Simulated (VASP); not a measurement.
Sc, 1 atom in the cell. Symmetry: I4/mmm, No. 139, tetragonal system. The conventional cell has a = 3.259 Å, b = 3.259 Å, c = 4.677 Å, α = 90.00°, β = 90.00°, γ = 90.00°. Within 4.3 Å of Sc (site symmetry 4/mmm) lie 12 Sc at 3.26 to 3.28 Å.  This cell differs from its parent crystal: strain +0.015 along x and y, +0.030 along z.

| Quantity | Value |
| --- | --- |
| Program | VASP 6.6.1 |
| Task | single point |
| Functional | PBEsol |
| Potentials or basis | VASP PAW PBE potentials, release 64 (Sc_sv) |
| Cutoff | 520 eV |
| k mesh | 18 × 18 × 18 |
| Occupations | gaussian, width 0.15 eV |
| Spin | no spin polarisation |
| Dipole correction | no |
| Further INCAR settings | ALGO = Normal; EDIFF = 1e-06; NBANDS = 12 |

Potentials or basis: VASP PAW PBE potentials, release 64 (Sc_sv).

Run with:

```bash
$ cat potpaw_PBE.64/Sc_sv/POTCAR > POTCAR
$ mpirun -np 1 vasp_std > vasp.out
```

Hardware: 1 thread of Intel(R) Xeon(R) 6975P-C (Granite Rapids), on a shared host.

Problem. How long does it take, and how much memory?

Solution. Run time: 30 s on 1 thread of Intel(R) Xeon(R) 6975P-C (Granite Rapids), with other jobs on the host, peak memory 0.24 GiB. Counts: scf iterations 12, k points 480.
